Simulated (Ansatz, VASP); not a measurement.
# Two plane-wave programs on Ru

```
CELL_PARAMETERS angstrom
2.70580 0.00000 0.00000
-1.35290 2.34329 0.00000
0.00000 0.00000 4.28190
ATOMIC_POSITIONS crystal
Ru 0.33333 0.66667 0.25000
Ru 0.66667 0.33333 0.75000
```

Alike in both runs: task single point; functional PBE; k mesh 18 × 18 × 10; occupations gaussian, width 0.1 eV; no spin polarisation.

```csv
,VASP,Ansatz
version,VASP 6.6.1,Ansatz 0.2.0
potentials or method,"VASP PAW PBE potentials, release 64 (Ru_pv), cutoff 520 eV","scalar-relativistic, plane waves, PAW"
valence electrons in the cell,28,32
```

|  | VASP | Ansatz | Ansatz less VASP |
| --- | --- | --- | --- |
| gap on the k mesh at the Fermi level (eV) | none | none | - |
| pressure (GPa) | 4.4 | 4.5 | +0.09 |
| traceless stress, the component that is largest in VASP (GPa) | -0.32 | -0.33 | -0.011 |

A gap of «none» marks a metal or a gap that the smearing closes. With one functional, cell and mesh, what is left measures potentials, basis and numerics. VASP's potentials hold 28 valence electrons a cell and Ansatz's 32, so a difference there can come from the potentials and not from the codes.
